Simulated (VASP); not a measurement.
Here is a VASP 6.6.1 calculation.

INCAR

```
SYSTEM = Zr4GePd
  PREC = Accurate
  ENCUT = 520
  EDIFF = 1E-7
  ISMEAR = 0
  SIGMA = 0.1
  LREAL = .False.
  LASPH = .True.
  NELM = 80
  ALGO = Normal
  ISIF = 2
  LWAVE = .False.
  LCHARG = .False.
  GGA = PE
  NBANDS = 45
```

Contents of KPOINTS:

```
Automatic mesh
0
Gamma
  4 4 4
  0 0 0
```

File POSCAR:

```
Zr4GePd
1.0
    0.0000000000      3.6534052500      3.6534052500
    3.6534052500      0.0000000000      3.6534052500
    3.6534052500      3.6534052500      0.0000000000
Zr Ge Pd
4 1 1
Direct
    0.8742122000      0.3773634100      0.8742122000
    0.8742122000      0.8742122000      0.3773634100
    0.8742122000      0.8742122000      0.8742122000
    0.3773634100      0.8742122000      0.8742122000
    0.2500000000      0.2500000000      0.2500000000
    0.5000000000      0.5000000000      0.5000000000
```

Potentials or basis: VASP PAW PBE potentials, release 64 (Zr_sv, Ge_d, Pd).

Launch:

```sh
$ cat potpaw_PBE.64/Zr_sv/POTCAR potpaw_PBE.64/Ge_d/POTCAR potpaw_PBE.64/Pd/POTCAR > POTCAR
$ mpirun -np 1 vasp_std > vasp.out
```

(1) Predict the pressure.

(2) What does it give for the band gap on the k mesh?

(3) Predict the largest force.

## Answers

(1) 34.9 GPa.

(2) zero (bands 36 and 37 overlap by 0.98 eV).

(3) 0.921 eV/Å.

Caveat: the k points lie up to 0.37 Å⁻¹ apart, too coarse for converged energies and pressures of a metal.
